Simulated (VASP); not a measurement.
Crystal: Sn.

```
CELL_PARAMETERS angstrom
0.00000 3.27107 3.27107
3.27107 0.00000 3.27107
3.27107 3.27107 0.00000
ATOMIC_POSITIONS crystal
Sn 0.87500 0.87500 0.87500
Sn 0.12500 0.12500 0.12500
```

This isn't the form of Sn at room conditions, which is tetragonal (white tin).

- Program: VASP 6.6.1
- Task: relaxation of cell and atoms
- Functional: PBE
- Potentials or basis: VASP PAW PBE potentials, release 64 (Sn_d)
- Cutoff: 600 eV
- k mesh: 9 × 9 × 9
- Occupations: fermi-dirac, width 0.02 eV
- Spin: no spin polarisation

At the start: pressure 2.0 GPa; volume 35.00 Å³/atom.

**Question.** Where does the relaxation end?

**Answer.** Over 5 steps the energy falls by 11.0 meV/atom and the volume is 36.83 Å³/atom (+5.2 %); space group Fd-3m (No. 227, to 0.1 Å) before and after.

The path:
```csv
step,energy change (eV),largest force (eV/Å),pressure (GPa),volume (Å³)
1,0.0000,0.0000,2.04,70.00
2,-0.0207,0.0000,-0.44,74.61
3,-0.0220,0.0000,0.07,73.64
4,-0.0220,0.0000,-0.04,73.77
5,-0.0220,0.0000,0.02,73.66
```

Final structure:
```
Sn
1.0
     0.00000    3.32717    3.32717
     3.32717    0.00000    3.32717
     3.32717    3.32717    0.00000
Sn
2
Direct
  0.87500 0.87500 0.87500
  0.12500 0.12500 0.12500
```
